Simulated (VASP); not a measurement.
# B in VASP: single point with PBE

Aim: the single point of B with PBE.

Program: VASP 6.6.1. These are calculated values, not measurements. Logs are shortened: lines on timing, memory, paths and dates and some standing lists are left out, and cuts for length are marked.

## Step 1: The cell of the first run

The cell holds a sheet with vacuum, 2 atoms: a = 2.917 Å, b = 2.917 Å, c = 23.975 Å, α = 90.00°, β = 90.00°, γ = 120.00°.

## Step 2: Single point, PBE

Contents of POSCAR:

```
B
1.0
    2.9170826345      0.0000000000      0.0000000000
   -1.4585413173      2.5262676664      0.0000000000
    0.0000000000      0.0000000000     23.9751106000
B
2
Direct
    0.6666666667      0.3333333333      0.3128244172
    0.3333333333      0.6666666667      0.3128244172
```

Contents of INCAR.step1:

```
ALGO = Normal
DIPOL = 0.5 0.5 0.313
EDIFF = 1E-6
ENCUT = 520
GGA = PE
IDIPOL = 3
ISIF = 2
ISMEAR = 0
LASPH = True
LCHARG = True
LDIPOL = True
LREAL = False
LWAVE = False
NBANDS = 10
NELM = 100
PREC = Accurate
SIGMA = 0.1
```

Contents of KPOINTS.step1:

```
k-points
0
Gamma
  24 24 1
```

Contents of INCAR.step2:

```
ALGO = Normal
DIPOL = 0.5 0.5 0.313
EDIFF = 1E-6
ENCUT = 520
GGA = PE
ICHARG = 11
IDIPOL = 3
ISIF = 2
ISMEAR = -5
LASPH = True
LCHARG = False
LDIPOL = True
LORBIT = 11
LREAL = False
LWAVE = False
NBANDS = 10
NEDOS = 2001
NELM = 100
PREC = Accurate
SIGMA = 0.1
```

Contents of KPOINTS.step2:

```
k-points
0
Gamma
  36 36 1
```

Potentials or basis: VASP PAW PBE potentials, release 64 (B).

Launch:

```
$ cat potpaw_PBE.64/B/POTCAR > POTCAR
$ cp INCAR.step1 INCAR
$ cp KPOINTS.step1 KPOINTS
$ mpirun -np 1 vasp_std > vasp.out
$ cp INCAR.step2 INCAR
$ cp KPOINTS.step2 KPOINTS
$ mpirun -np 1 vasp_std > vasp.out
```

OUTCAR:

```text
EDIFF = 1E-6
   ENCUT = 520
   GGA = PE
   ICHARG = 11
   ISIF = 2
   ISMEAR = -5
   LASPH = True
   LORBIT = 11
   LREAL = False
   NELM = 100
   PREC = Accurate

 ion  position               nearest neighbor table
   1  0.667  0.333  0.313-   2 1.68   2 1.68   2 1.68
   2  0.333  0.667  0.313-   1 1.68   1 1.68   1 1.68

  LATTYP: Found a hexagonal cell.
 ALAT       =     2.9170826345
 C/A-ratio  =     8.2188657656

  Lattice vectors:

 A1 = (   2.9170826345,   0.0000000000,   0.0000000000)
 A2 = (  -1.4585413173,   2.5262676664,   0.0000000000)
 A3 = (   0.0000000000,   0.0000000000,  23.9751106000)

Analysis of symmetry for initial positions (statically):
=====================================================================
 Subroutine PRICEL returns:
 Original cell was already a primitive cell.

 Routine SETGRP: Setting up the symmetry group for a
 hexagonal supercell.

 Subroutine GETGRP returns: Found 24 space group operations
 (whereof 12 operations were pure point group operations)
 out of a pool of 24 trial point group operations.

The static configuration has the point symmetry C_6v.
 The point group associated with its full space group is D_6h.

Analysis of symmetry for dynamics (positions and initial velocities):
=====================================================================
 Subroutine PRICEL returns:
 Original cell was already a primitive cell.

 Routine SETGRP: Setting up the symmetry group for a
 hexagonal supercell.

 Subroutine GETGRP returns: Found 24 space group operations
 (whereof 12 operations were pure point group operations)
 out of a pool of 24 trial point group operations.

The dynamic configuration has the point symmetry C_6v.
 The point group associated with its full space group is D_6h.

 Subroutine INISYM returns: Found 24 space group operations
 (whereof 12 operations are pure point group operations),
 and found     1 'primitive' translations

----------------------------------------------------------------------------------------

                                     Primitive cell

  volume of cell :     176.6805

  direct lattice vectors                    reciprocal lattice vectors
     2.917082634  0.000000000  0.000000000     0.342808252  0.197920437  0.000000000
    -1.458541317  2.526267666  0.000000000     0.000000000  0.395840874  0.000000000
     0.000000000  0.000000000 23.975110600     0.000000000  0.000000000  0.041709922

  length of vectors
     2.917082634  2.917082635 23.975110600     0.395840874  0.395840874  0.041709922

  position of ions in fractional coordinates (direct lattice)
     0.666666667  0.333333333  0.312824417
     0.333333333  0.666666667  0.312824417

  ion indices of the primitive-cell ions
   primitive index   ion index
                 1           1
                 2           2

----------------------------------------------------------------------------------------

 KPOINTS: k-points

Automatic generation of k-mesh.
 Grid dimensions read from file:
 generate k-points for:   36   36    1

 Generating k-lattice:

  Cartesian coordinates                     Fractional coordinates (reciprocal lattice)
     0.009522451  0.005497790  0.000000000     0.027777778  0.000000000  0.000000000
     0.000000000  0.010995580  0.000000000     0.000000000  0.027777778  0.000000000
     0.000000000  0.000000000  0.041709922     0.000000000  0.000000000  1.000000000

  Length of vectors
     0.010995580  0.010995580  0.041709922

  Shift w.r.t. Gamma in fractional coordinates (k-lattice)
     0.000000000  0.000000000  0.000000000

 TETIRR: Found    664 inequivalent tetrahedra from     7776

 Subroutine IBZKPT returns following result:
 ===========================================

 Found    127 irreducible k-points:

 Following reciprocal coordinates:
            Coordinates               Weight
  0.000000  0.000000  0.000000      1.000000
  0.027778  0.000000  0.000000      6.000000
  0.055556  0.000000  0.000000      6.000000
  0.083333  0.000000  0.000000      6.000000
  0.111111  0.000000  0.000000      6.000000
  0.138889  0.000000  0.000000      6.000000
[... 16 lines left out ...]
  0.111111  0.027778  0.000000     12.000000
  0.138889  0.027778  0.000000     12.000000
 [... further k-points ...]
   k-points           NKPTS =    127   k-points in BZ     NKDIM =    127   number of bands    NBANDS=     10
   number of dos      NEDOS =   2001   number of ions     NIONS =      2
   total plane-waves  NPLWV = 103680
   dimension x,y,z NGX =    24 NGY =   24 NGZ =  180
   dimension x,y,z NGXF=    48 NGYF=   48 NGZF=  360
   ions per type =               2
   NGX,Y,Z   is equivalent  to a cutoff of  13.68, 13.68, 12.48 a.u.
   NGXF,Y,Z  is equivalent  to a cutoff of  27.36, 27.36, 24.96 a.u.
 SYSTEM =  unknown system
   PREC   = accura    normal or accurate (medium, high low for compatibility)
   ISTART =      0    job   : 0-new  1-cont  2-samecut
   ICHARG =     11    charge: 1-file 2-atom 10-const
   ISPIN  =      1    spin polarized calculation?
   LNONCOLLINEAR =      F non collinear calculations
   LSORBIT =      F    spin-orbit coupling
   LASPH  =      T    aspherical Exc in radial PAW
   ENCUT  =  520.0 eV  38.22 Ry    6.18 a.u.   5.42  5.42 44.58*2*pi/ulx,y,z
   NELM   =    100;   NELMIN=  2; NELMDL=  0     # of ELM steps
   EDIFF  = 0.1E-05   stopping-criterion for ELM
   LREAL  =      F    real-space projection
   EDIFFG = 0.1E-04   stopping-criterion for IOM
   NSW    =      0    number of steps for IOM
   IBRION =     -1    ionic relax: 0-MD 1-quasi-New 2-CG
   NFREE  =      0    steps in history (QN), initial steepest desc. (CG)
   ISIF   =      2    stress and relaxation
   ISYM   =      2    0-nonsym 1-usesym 2-fastsym
   POTIM  = 0.5000    time-step for ionic-motion
   TEBEG  =    0.0;   TEEND  =   0.0 temperature during run
   PSTRESS=    0.0 pullay stress
   NELECT =       6.0000    total number of electrons
   NUPDOWN=      -1.0000    fix difference up-down
   EMIN   =  10.00;   EMAX   =-10.00  energy-range for DOS
   EFERMI =   0.00;   METHOD = LEGACY
   ISMEAR =    -5;   SIGMA  =   0.10  broadening in eV -4-tet -1-fermi 0-gaus
   EFERMI_NEDOS =   21; number of points for ismear=-14 and -15
   IALGO  =     38    algorithm
   IMIX   =      4    mixing-type and parameters
     AMIX     =   0.40;   BMIX     =  1.00
     AMIX_MAG =   1.60;   BMIX_MAG =  1.00
  volume/ion in A,a.u.               =      88.34       596.15
  Fermi-wavevector in a.u.,A,eV,Ry     =   0.530146  1.001831  3.823986  0.281055
  Thomas-Fermi vector in A             =   1.552572
   LORBIT       =     11    0 simple, 1 ext, 2 COOP (PROOUT), +10 PAW based schemes
   GGA     = PE    functional components
   LHFCALC =     F    Hartree Fock is set to
   AEXX    =    0.0000 exact exchange contribution
   IVDW    =     0    specifies the selected vdW correction
   LEPSILON=     F    determine dielectric tensor
   LRPA    =     F    only Hartree local field effects (RPA)
 non-spin polarized calculation
 Fermi weights with tetrahedron method with Bloechl corrections
  energy-cutoff  :      520.00
  volume of cell :      176.68
 maximum number of plane-waves:      4851
 NGX is ok and might be reduce to    24

 number of electron       6.0000000 magnetization

 dipolmoment           0.000000      0.000000      0.000060 electrons x Angstroem

 Free energy of the ion-electron system (eV)
  ---------------------------------------------------
  ext. energy  EPLUGINS =         0.00000000
  ---------------------------------------------------
  free energy    TOTEN  =       -10.85585041 eV

  energy without entropy =      -10.85585041  energy(sigma->0) =      -10.85585041

 E-fermi :  -4.7206     XC(G=0):  -1.6926

 val. band max:       -4.7355080108   @ k =   0.2222   0.1667   0.0000
 cond. band min:      -4.7119873319   @ k =   0.2222   0.0833   0.0000
 fundamental gap:      0.0235206789
 Fermi energy:        -4.7206466932

 k-point     1 :       0.0000    0.0000    0.0000
  band No.  band energies     occupation
      1     -14.8559      2.00000
      2      -7.0420      2.00000
      3      -2.6879      0.00000
      4      -2.6878      0.00000
      5       0.0923      0.00000
      6       0.7219      0.00000
      7       1.0266      0.00000
      8       1.6492      0.00000
      9       1.9566      0.00000
     10       3.1304      0.00000

 k-point     2 :       0.0278    0.0000    0.0000
  band No.  band energies     occupation
      1     -14.8426      2.00000
      2      -7.0258      2.00000
      3      -2.7453      0.00000
      4      -2.7194      0.00000
      5       0.1099      0.00000
      6       0.7398      0.00000
      7       1.0447      0.00000
      8       1.6672      0.00000
      9       1.9746      0.00000
     10       3.1483      0.00000

 k-point     3 :       0.0556    0.0000    0.0000
  band No.  band energies     occupation
      1     -14.8027      2.00000
      2      -6.9775      2.00000
      3      -2.9134      0.00000
      4      -2.8106      0.00000
      5       0.1630      0.00000
      6       0.7936      0.00000
      7       1.0991      0.00000
      8       1.7213      0.00000
      9       2.0284      0.00000
     10       3.2019      0.00000

 k-point     4 :       0.0833    0.0000    0.0000
  band No.  band energies     occupation
      1     -14.7361      2.00000
      2      -6.8969      2.00000
      3      -3.1805      0.00000
      4      -2.9526      0.00000
      5       0.2514      0.00000
      6       0.8833      0.00000
      7       1.1898      0.00000
      8       1.8113      0.00000
      9       2.1182      0.00000
     10       3.2911      0.00000

 k-point     5 :       0.1111    0.0000    0.0000
  band No.  band energies     occupation
      1     -14.6430      2.00000
      2      -6.7845      2.00000
      3      -3.5308      0.00000
      4      -3.1337      0.00000
      5       0.3752      0.00000
      6       1.0088      0.00000
      7       1.3168      0.00000
      8       1.9373      0.00000
      9       2.2439      0.00000
     10       3.4160      0.00000

 k-point     6 :       0.1389    0.0000    0.0000
  band No.  band energies     occupation
      1     -14.5235      2.00000
      2      -6.6404      2.00000
      3      -3.9471      0.00000
      4      -3.3411      0.00000
      5       0.5344      0.00000
      6       1.1699      0.00000
      7       1.4800      0.00000
      8       2.0992      0.00000
      9       2.4055      0.00000
     10       3.5762      0.00000
[... 183 lines left out ...]
 k-point    21 :       0.0556    0.0278    0.0000
  band No.  band energies     occupation
      1     -14.7627      2.00000
      2      -6.9291      2.00000
      3      -3.0698      0.00000
      4      -2.9034      0.00000
      5       0.2160      0.00000
      6       0.8474      0.00000
      7       1.1535      0.00000
      8       1.7753      0.00000
      9       2.0823      0.00000
     10       3.2554      0.00000

 k-point    22 :       0.0833    0.0278    0.0000
  band No.  band energies     occupation
      1     -14.6829      2.00000
      2      -6.8327      2.00000
      3      -3.3733      0.00000
      4      -3.0702      0.00000
      5       0.3221      0.00000
      6       0.9550      0.00000
      7       1.2624      0.00000
      8       1.8833      0.00000
      9       2.1900      0.00000
     10       3.3625      0.00000

 k-point    23 :       0.1111    0.0278    0.0000
  band No.  band energies     occupation
      1     -14.5766      2.00000
      2      -6.7044      2.00000
      3      -3.7515      0.00000
      4      -3.2696      0.00000
      5       0.4637      0.00000
      6       1.0983      0.00000
      7       1.4075      0.00000
      8       2.0273      0.00000
      9       2.3337      0.00000
     10       3.5050      0.00000

 k-point    24 :       0.1389    0.0278    0.0000
  band No.  band energies     occupation
      1     -14.4439      2.00000
      2      -6.5446      2.00000
      3      -4.1883      0.00000
      4      -3.4890      0.00000
      5       0.6406      0.00000
      6       1.2773      0.00000
      7       1.5889      0.00000
      8       2.2071      0.00000
      9       2.5133      0.00000
     10       3.6829      0.00000

 [... further k-points ...]

------------------------ aborting loop because EDIFF is reached ----------------------------------------

 vacuum level on the upper side and lower side of the slab       (xc-potential included)        -0.008        -0.010

  FORCE on cell =-STRESS in cart. coord.  units (eV):
  Direction    XX          YY          ZZ          XY          YZ          ZX
  --------------------------------------------------------------------------------------
  -------------------------------------------------------------------------------------
  Total        0.0310545      0.0310545      0.0679444     -0.0000000     -0.0000000      0.0000000
  in kB        0.2816090      0.2816090      0.6161344     -0.0000000     -0.0000000      0.0000000
  external PRESSURE =       0.3931175 kB  Pullay stress =       0.0000000 kB

 VOLUME and BASIS-vectors are now :
 -----------------------------------------------------------------------------
  energy-cutoff  :      520.00
  volume of cell :      176.68
      direct lattice vectors                 reciprocal lattice vectors
     2.917082634  0.000000000  0.000000000     0.342808252  0.197920437  0.000000000
    -1.458541317  2.526267666  0.000000000     0.000000000  0.395840874  0.000000000
     0.000000000  0.000000000 23.975110600     0.000000000  0.000000000  0.041709922

 POSITION                                       TOTAL-FORCE (eV/Angst)
 -----------------------------------------------------------------------------------
      1.45854      0.84209      7.50000         0.000000     -0.000000      0.000000
     -0.00000      1.68418      7.50000        -0.000000      0.000000      0.000000
 -----------------------------------------------------------------------------------
    total drift:                               -0.000000     -0.000000      0.003329

  FREE ENERGIE OF THE ION-ELECTRON SYSTEM (eV)
  ---------------------------------------------------
  free  energy   TOTEN  =       -10.8558504135 eV

  energy  without entropy=      -10.8558504135  energy(sigma->0) =      -10.85585041

 vacuum level on the upper side and lower side of the slab         0.892         0.891

 total charge

# of ion       s       p       d       tot
------------------------------------------
    1        0.783   1.104   0.000   1.888
    2        0.783   1.104   0.000   1.888
--------------------------------------------------
tot          1.567   2.209   0.000   3.776
```

Wall time 3 min (1 thread of Intel Xeon Platinum 8259CL at 2.50GHz (Skylake/Cascade Lake), shared host); peak memory 0.4 GiB.

Results:

* Valence electrons inside the program's atomic spheres: B 1.89

Levels at points of the mesh, in eV from the Fermi level:
```tsv
k point	band 1	band 2	band 3	band 4	band 5	band 6	band 7	band 8
(0.00, 0.00, 0.00)	-10.14	-2.32	2.03	2.03	4.81	5.44	5.75	6.37
(0.50, 0.00, 0.00)	-6.21	-5.64	-0.53	1.67	4.48	9.14	10.45	10.54
```

Caveat: tetrahedron occupations give inexact forces and stress in metals.
